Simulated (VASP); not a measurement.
# Al32H (a cell with a defect) in VASP: a series of runs

The runs below take Al32H (a cell with a defect) through single point, with PBEsol.

Everything below comes from runs of VASP 6.6.1. Logs are shortened: lines on timing, memory, paths and dates and some standing lists are left out, and cuts for length are marked.

## (1) The cell of the first run

The cell holds a defect, 33 atoms: a = 8.100 Å, b = 8.100 Å, c = 8.100 Å, α = 90.00°, β = 90.00°, γ = 90.00°.

## (2) Single point, PBEsol

INCAR

```
SYSTEM = Al32H
PREC = Accurate
ENCUT = 520
EDIFF = 1E-7
ISMEAR = -1
SIGMA = 0.1
LREAL = Auto
LASPH = .TRUE.
NELM = 60
ALGO = Normal
ISIF = 2
LWAVE = .FALSE.
LCHARG = .FALSE.
GGA = PS
NBANDS = 70
```

KPOINTS

```
regular mesh
0
G
  2 2 2
  0 0 0
```

POSCAR

```
Al32H
1.0
    8.1000000000      0.0000000000      0.0000000000
    0.0000000000      8.1000000000      0.0000000000
    0.0000000000      0.0000000000      8.1000000000
Al H
32 1
Direct
    0.4793086420     -0.0017777778     -0.0051851852
    0.7167407407      0.2434814815     -0.0069506173
    0.7411358025      0.0057654321      0.2451481481
   -0.0391728395      0.0054814815     -0.0018888889
    0.2294074074      0.2153209877     -0.0205432099
    0.4712716049      0.4500000000     -0.0291975309
    0.7221481481      0.7433950617     -0.0423827160
    0.2272345679     -0.0248148148      0.2327407407
    0.4957530864      0.2266296296      0.2298888889
    0.7826296296      0.4825802469      0.2072098765
    0.5363086420     -0.0137283951      0.4841111111
    0.7490987654      0.2472962963      0.4678888889
    0.7837407407      0.0217901235      0.7464074074
   -0.0246790123      0.4860617284     -0.0583209877
    0.2373333333      0.7529012346      0.0128518519
   -0.0082469136      0.2401111111      0.2270864198
    0.1909259259      0.4751728395      0.1980246914
    0.5148271605      0.7670493827      0.2373580247
   -0.0004444444     -0.0082098765      0.4800123457
    0.2341728395      0.2536913580      0.5064197531
    0.4945185185      0.4528148148      0.4596172840
    0.7472222222      0.7543580247      0.4886543210
    0.2772098765      0.0045185185      0.6923950617
    0.5096543210      0.2474074074      0.7142098765
    0.7340123457      0.5065679012      0.7315555556
   -0.0062469136      0.7274197531      0.2456049383
    0.0058271605      0.4984074074      0.5005925926
    0.2790000000      0.7430123457      0.4741975309
    0.0032962963      0.2320864198      0.7439012346
    0.2245061728      0.4893827160      0.7700246914
    0.4803456790      0.7403086420      0.7354320988
    0.0375925926      0.7404320988      0.7312839506
    0.6399753086      0.5765925926      0.0715432099
```

Potentials or basis: VASP PAW PBE potentials, release 64 (Al, H).

Run with:

```
$ cat potpaw_PBE.64/Al/POTCAR potpaw_PBE.64/H/POTCAR > POTCAR
$ mpirun -np 1 vasp_std > vasp.out
```

OUTCAR:

```text
SYSTEM = Al32H
   PREC = Accurate
   ENCUT = 520
   EDIFF = 1E-7
   ISMEAR = -1
   LREAL = Auto
   LASPH = .TRUE.
   NELM = 60
   ISIF = 2
   GGA = PS

 ion  position               nearest neighbor table
   1  0.479  0.998  0.995-   9 2.66   5 2.68  18 2.73   2 2.77  15 2.79   8 2.81   7 2.87   3 2.93
                            23 2.95  31 2.96  24 3.05  13 3.19
   2  0.717  0.243  0.993-   6 2.60   9 2.63  10 2.65  13 2.74   4 2.76   1 2.77  24 2.81   3 2.81
                            14 2.90  16 2.93  25 3.01  29 3.08
   3  0.741  0.006  0.245-  11 2.55  12 2.66  18 2.67   9 2.68   4 2.68  16 2.78   2 2.81  19 2.83
                            22 2.84   1 2.93  26 3.04   7 3.16
   4  0.961  0.005  0.998-  13 2.50  16 2.67   3 2.68   2 2.76   5 2.76  29 2.78   8 2.89   7 2.89
                            26 3.03  15 3.04  32 3.11
   5  0.229  0.215  0.979-  29 2.65   1 2.68   6 2.73   4 2.76  17 2.77  16 2.79  30 2.79   8 2.83
                            23 2.91   9 2.96  14 3.02  24 3.14
   6  0.471  0.450  0.971-  33 1.89  30 2.60   2 2.60  24 2.67   5 2.73   9 2.78  25 2.91  17 2.93
                            31 3.03  15 3.12   7 3.13  10 3.18
   7  0.722  0.743  0.958-  33 1.77  25 2.65  31 2.66  18 2.83   1 2.87  13 2.87   4 2.89  14 2.93
                            10 2.96   6 3.13  32 3.14   3 3.16  26 3.21
   8  0.227  0.975  0.233-  15 2.53  19 2.73  28 2.75  26 2.76   1 2.81   5 2.83  16 2.87  18 2.88
                             4 2.89   9 2.98  20 3.16  11 3.23
   9  0.496  0.227  0.230-  21 2.61   2 2.63   1 2.66   3 2.68   6 2.78  12 2.82  11 2.85   5 2.96
                             8 2.98  20 3.09  10 3.12  17 3.20
  10  0.783  0.483  0.207-  33 1.77  16 2.60  26 2.64   2 2.65  14 2.66  12 2.86   7 2.96  27 2.99
                            21 3.11   9 3.12  18 3.17   6 3.18  22 3.18  17 3.31
  11  0.536  0.986  0.484-  22 2.54   3 2.55  18 2.68  23 2.70  12 2.73  24 2.83   9 2.85  28 2.87
                            31 2.88  13 2.93   8 3.23  20 3.27
  12  0.749  0.247  0.468-  21 2.65   3 2.66  11 2.73  16 2.77  24 2.78   9 2.82  10 2.86  19 2.90
                            13 2.92  27 2.92  25 3.00  29 3.04
  13  0.784  0.022  0.746-  29 2.46   4 2.50   2 2.74  19 2.79   7 2.87  24 2.89  12 2.92  11 2.93
                            22 3.02  32 3.07   1 3.19  31 3.35
  14  0.975  0.486  0.942-  30 2.45  25 2.60  29 2.62  10 2.66  17 2.71  32 2.72   2 2.90   7 2.93
                             5 3.02  16 3.05  15 3.08  26 3.15
  15  0.237  0.753  0.013-   8 2.53  17 2.73  26 2.74   1 2.79  32 2.80  18 2.89  30 2.90  31 2.99
                             4 3.04  14 3.08   6 3.12  23 3.32
  16  0.992  0.240  0.227-  17 2.51  10 2.60   4 2.67  12 2.77   3 2.78   5 2.79   8 2.87  19 2.87
                             2 2.93  20 3.00  27 3.05  14 3.05
  17  0.191  0.475  0.198-  16 2.51  26 2.62  14 2.71  15 2.73   5 2.77  27 2.88   6 2.93  20 3.10
                             9 3.20  28 3.20  21 3.25  10 3.31
  18  0.515  0.767  0.237-   3 2.67  11 2.68  28 2.71   1 2.73  22 2.77   7 2.83   8 2.88  15 2.89
                            21 3.12  10 3.17
  19  1.000  0.992  0.480-   8 2.73  13 2.79  22 2.81   3 2.83  23 2.83  20 2.86  26 2.86  16 2.87
[... 12 lines left out ...]
                            12 3.00   2 3.01  32 3.10  29 3.12
  26  0.994  0.727  0.246-  17 2.62  10 2.64  15 2.74   8 2.76  27 2.78  22 2.81  19 2.86  28 2.96
                             4 3.03   3 3.04  14 3.15   7 3.21
  27  0.006  0.498  0.501-  20 2.71  32 2.72  26 2.78  30 2.81  17 2.88  25 2.89  12 2.92  29 2.92
                            22 2.95  28 2.98  10 2.99  16 3.05
  28  0.279  0.743  0.474-  31 2.67  18 2.71   8 2.75  23 2.76  32 2.86  11 2.87  21 2.93  26 2.96
                            27 2.98  19 3.03  30 3.19  17 3.20
  29  0.003  0.232  0.744-  13 2.46  14 2.62   5 2.65  20 2.69  30 2.76   4 2.78  19 2.89  23 2.91
                            27 2.92  12 3.04   2 3.08  25 3.12
  30  0.225  0.489  0.770-  14 2.45  32 2.55   6 2.60  29 2.76   5 2.79  27 2.81  20 2.87  15 2.90
                            31 2.92  24 3.06  28 3.19  21 3.35
  31  0.480  0.740  0.735-   7 2.66  28 2.67  23 2.72  25 2.79  11 2.88  30 2.92  22 2.95   1 2.96
                            15 2.99   6 3.03  21 3.23  13 3.35
  32  0.038  0.740  0.731-  30 2.55  27 2.72  14 2.72  15 2.80  28 2.86  19 2.90  23 2.91  22 3.07
                            13 3.07  25 3.10   4 3.11   7 3.14
  33  0.640  0.577  0.072-   7 1.77  10 1.77   6 1.89

  LATTYP: Found a simple cubic cell.
 ALAT       =     8.1000000000

  Lattice vectors:

 A1 = (   8.1000000000,   0.0000000000,   0.0000000000)
 A2 = (   0.0000000000,   8.1000000000,   0.0000000000)
 A3 = (   0.0000000000,   0.0000000000,   8.1000000000)

Analysis of symmetry for initial positions (statically):
=====================================================================
 Subroutine PRICEL returns:
 Original cell was already a primitive cell.

 Routine SETGRP: Setting up the symmetry group for a
 simple cubic supercell.

 Subroutine GETGRP returns: Found  1 space group operations
 (whereof  1 operations were pure point group operations)
 out of a pool of 48 trial point group operations.

The static configuration has the point symmetry C_1 .

Analysis of symmetry for dynamics (positions and initial velocities):
=====================================================================
 Subroutine PRICEL returns:
 Original cell was already a primitive cell.

 Routine SETGRP: Setting up the symmetry group for a
 simple cubic supercell.

 Subroutine GETGRP returns: Found  1 space group operations
[... 99 lines left out ...]
 Grid dimensions read from file:
 generate k-points for:    2    2    2

 Generating k-lattice:

  Cartesian coordinates                     Fractional coordinates (reciprocal lattice)
     0.061728395  0.000000000  0.000000000     0.500000000  0.000000000  0.000000000
     0.000000000  0.061728395  0.000000000     0.000000000  0.500000000  0.000000000
     0.000000000  0.000000000  0.061728395     0.000000000  0.000000000  0.500000000

  Length of vectors
     0.061728395  0.061728395  0.061728395

  Shift w.r.t. Gamma in fractional coordinates (k-lattice)
     0.000000000  0.000000000  0.000000000

 Subroutine IBZKPT returns following result:
 ===========================================

 Found      8 irreducible k-points:

 Following reciprocal coordinates:
            Coordinates               Weight
  0.000000  0.000000  0.000000      1.000000
  0.500000  0.000000  0.000000      1.000000
  0.000000  0.500000  0.000000      1.000000
  0.000000  0.000000  0.500000      1.000000
  0.500000  0.500000  0.000000      1.000000
  0.000000  0.500000  0.500000      1.000000
  0.500000  0.000000  0.500000      1.000000
  0.500000  0.500000  0.500000      1.000000
   k-points           NKPTS =      8   k-points in BZ     NKDIM =      8   number of bands    NBANDS=     70
   number of dos      NEDOS =    301   number of ions     NIONS =     33
   total plane-waves  NPLWV = 216000
   dimension x,y,z NGX =    60 NGY =   60 NGZ =   60
   dimension x,y,z NGXF=   120 NGYF=  120 NGZF=  120
   ions per type =              32   1
   NGX,Y,Z   is equivalent  to a cutoff of  12.31, 12.31, 12.31 a.u.
   NGXF,Y,Z  is equivalent  to a cutoff of  24.63, 24.63, 24.63 a.u.
 SYSTEM =  Al32H
   PREC   = accura    normal or accurate (medium, high low for compatibility)
   ISTART =      0    job   : 0-new  1-cont  2-samecut
   ICHARG =      2    charge: 1-file 2-atom 10-const
   ISPIN  =      1    spin polarized calculation?
   LNONCOLLINEAR =      F non collinear calculations
   LSORBIT =      F    spin-orbit coupling
   LASPH  =      T    aspherical Exc in radial PAW
   ENCUT  =  520.0 eV  38.22 Ry    6.18 a.u.  15.06 15.06 15.06*2*pi/ulx,y,z
   NELM   =     60;   NELMIN=  2; NELMDL= -5     # of ELM steps
   EDIFF  = 0.1E-06   stopping-criterion for ELM
   LREAL  =      T    real-space projection
   EDIFFG = 0.1E-05   stopping-criterion for IOM
   NSW    =      0    number of steps for IOM
   IBRION =     -1    ionic relax: 0-MD 1-quasi-New 2-CG
   NFREE  =      0    steps in history (QN), initial steepest desc. (CG)
   ISIF   =      2    stress and relaxation
   ISYM   =      2    0-nonsym 1-usesym 2-fastsym
   POTIM  = 0.5000    time-step for ionic-motion
   TEBEG  =    0.0;   TEEND  =   0.0 temperature during run
   PSTRESS=    0.0 pullay stress
   NELECT =      97.0000    total number of electrons
   NUPDOWN=      -1.0000    fix difference up-down
   EMIN   =  10.00;   EMAX   =-10.00  energy-range for DOS
   EFERMI =   0.00;   METHOD = LEGACY
   ISMEAR =    -1;   SIGMA  =   0.10  broadening in eV -4-tet -1-fermi 0-gaus
   EFERMI_NEDOS =   21; number of points for ismear=-14 and -15
   IALGO  =     38    algorithm
   IMIX   =      4    mixing-type and parameters
     AMIX     =   0.40;   BMIX     =  1.00
     AMIX_MAG =   1.60;   BMIX_MAG =  1.00
  volume/ion in A,a.u.               =      16.10       108.68
  Fermi-wavevector in a.u.,A,eV,Ry     =   0.928639  1.754874 11.733269  0.862371
  Thomas-Fermi vector in A             =   2.054837
   LORBIT       =      0    0 simple, 1 ext, 2 COOP (PROOUT), +10 PAW based schemes
   GGA     = PS    functional components
   LHFCALC =     F    Hartree Fock is set to
   AEXX    =    0.0000 exact exchange contribution
   IVDW    =     0    specifies the selected vdW correction
   LEPSILON=     F    determine dielectric tensor
   LRPA    =     F    only Hartree local field effects (RPA)
 non-spin polarized calculation
  energy-cutoff  :      520.00
  volume of cell :      531.44
 maximum number of plane-waves:     14400
   NGX = 31   NGY = 31   NGZ = 31

 number of electron      97.0000000 magnetization

 Free energy of the ion-electron system (eV)
  ---------------------------------------------------
  ext. energy  EPLUGINS =         0.00000000
  ---------------------------------------------------
  free energy    TOTEN  =      -130.10637604 eV

  energy without entropy =     -129.65843658  energy(sigma->0) =     -129.88240631

 E-fermi :   7.6131     XC(G=0): -10.2313

 val. band max:        7.6126634521   @ k =   0.0000   0.0000   0.5000
 cond. band min:       7.6306443226   @ k =   0.0000   0.5000   0.0000
 fundamental gap:      0.0179808705
 Fermi energy:         7.6131336063

 k-point     1 :       0.0000    0.0000    0.0000
  band No.  band energies     occupation
      1      -3.4022      2.00000
      2      -1.6819      2.00000
      3      -1.4415      2.00000
      4      -1.1513      2.00000
      5      -1.1025      2.00000
      6      -0.9613      2.00000
[... 493 lines left out ...]
     59      10.8036      0.00000
     60      10.8264      0.00000
 [bands above 60 left out]

------------------------ aborting loop because EDIFF is reached ----------------------------------------

  FORCE on cell =-STRESS in cart. coord.  units (eV):
  Direction    XX          YY          ZZ          XY          YZ          ZX
  --------------------------------------------------------------------------------------
  -------------------------------------------------------------------------------------
  Total        8.7862527     11.8153365      8.4515098      0.4349550      1.7060660     -0.5608062
  in kB       26.4886129     35.6206321     25.4794368      1.3112934      5.1434125     -1.6907069
  external PRESSURE =      29.1962273 kB  Pullay stress =       0.0000000 kB

 VOLUME and BASIS-vectors are now :
 -----------------------------------------------------------------------------
  energy-cutoff  :      520.00
  volume of cell :      531.44
      direct lattice vectors                 reciprocal lattice vectors
     8.100000000  0.000000000  0.000000000     0.123456790  0.000000000  0.000000000
     0.000000000  8.100000000  0.000000000     0.000000000  0.123456790  0.000000000
     0.000000000  0.000000000  8.100000000     0.000000000  0.000000000  0.123456790

 POSITION                                       TOTAL-FORCE (eV/Angst)
 -----------------------------------------------------------------------------------
      3.88240      8.08560      8.05800         0.324303     -0.399197     -0.797656
      5.80560      1.97220      8.04370         0.697475     -0.233834     -0.553496
      6.00320      0.04670      1.98570         0.714366     -0.428279     -0.784040
      7.78270      0.04440      8.08470         0.932566     -0.772064      0.372665
      1.85820      1.74410      7.93360         0.091189     -0.073858      0.163399
      3.81730      3.64500      7.86350        -0.128844      0.798543      0.542335
[... 25 lines left out ...]
      0.30450      5.99750      5.92340        -0.723011      1.066938     -0.134796
      5.18380      4.67040      0.57950        -0.632422      0.124368      0.155207
 -----------------------------------------------------------------------------------
    total drift:                               -0.000492     -0.019168      0.021697

  FREE ENERGIE OF THE ION-ELECTRON SYSTEM (eV)
  ---------------------------------------------------
  free  energy   TOTEN  =      -130.1063760427 eV

  energy  without entropy=     -129.6584365804  energy(sigma->0) =     -129.88240631
```

Wall time 10 min (1 thread of Intel Xeon Platinum 8259CL at 2.50GHz (Skylake/Cascade Lake), shared host); peak memory 0.56 GiB.

Results:

```yaml
Free_energy: -130.1064 eV
Pressure: 2.9 GPa
Largest_force: 2.220 eV/Å
```

Forces on the atoms (eV/Å):
```
Al   0.324 -0.399 -0.798
Al   0.697 -0.234 -0.553
Al   0.714 -0.428 -0.784
Al   0.933 -0.772  0.373
Al   0.091 -0.074  0.163
Al  -0.129  0.799  0.542
Al   0.798  0.731  0.223
Al   0.267  1.062  0.501
Al  -0.805  0.204  0.238
Al  -0.586  0.231  1.112
Al  -0.938  0.725  0.689
Al   0.533  0.228  0.523
Al  -1.682 -1.042 -1.006
Al  -0.702  0.232  1.217
Al   0.197 -0.581 -0.899
Al   0.083 -0.796  0.388
Al   1.356  0.217  0.436
Al  -0.323 -0.823 -0.168
Al  -0.022  0.026  0.091
Al   0.112  0.244 -1.129
Al  -0.077  1.403 -0.082
Al   0.629 -0.820  0.222
Al  -0.419 -0.471  1.087
Al   0.017 -0.484  0.272
Al  -0.057 -0.421 -0.741
Al  -0.352  0.768 -0.098
Al  -0.279 -0.149 -0.211
Al  -0.513 -0.559 -0.087
Al   0.057  0.435 -0.582
Al   1.348 -0.225 -1.175
Al   0.082 -0.216  0.213
Al  -0.723  1.067 -0.135
H   -0.632  0.124  0.155
```

Levels at points of the mesh, in eV from the Fermi level:
| k point | band 44 | band 45 | band 46 | band 47 | band 48 | band 49 | band 50 | band 51 | band 52 | band 53 |
| --- | --- | --- | --- | --- | --- | --- | --- | --- | --- | --- |
| (0.00, 0.00, 0.00) | -0.28 | -0.21 | -0.10 | 0.11 | 0.21 | 0.39 | 0.46 | 0.67 | 0.87 | 0.93 |
| (0.50, 0.00, 0.00) | -0.80 | -0.39 | -0.33 | -0.27 | -0.24 | -0.13 | 0.13 | 0.25 | 0.33 | 0.90 |
| (0.00, 0.50, 0.00) | -0.76 | -0.53 | -0.25 | -0.16 | -0.03 | 0.02 | 0.08 | 0.18 | 0.32 | 0.94 |
| (0.00, 0.00, 0.50) | -0.80 | -0.51 | -0.34 | -0.17 | -0.14 | 0.00 | 0.10 | 0.18 | 0.29 | 0.86 |
| (0.50, 0.50, 0.00) | -0.99 | -0.45 | -0.32 | -0.21 | -0.12 | 0.61 | 0.87 | 0.92 | 0.98 | 1.03 |
| (0.00, 0.50, 0.50) | -0.94 | -0.47 | -0.36 | -0.26 | -0.11 | 0.54 | 0.76 | 0.85 | 0.90 | 1.03 |
| (0.50, 0.00, 0.50) | -1.06 | -0.42 | -0.25 | -0.20 | -0.12 | 0.65 | 0.89 | 0.94 | 0.97 | 1.02 |
| (0.50, 0.50, 0.50) | -0.60 | -0.58 | -0.56 | -0.51 | -0.43 | -0.35 | -0.29 | -0.26 | -0.19 | -0.07 |

Caveat: the k points lie up to 0.39 Å⁻¹ apart; the PAW data sets were made with another functional, which shifts forces and pressure a little.

(Continued in part 2 of 3.)
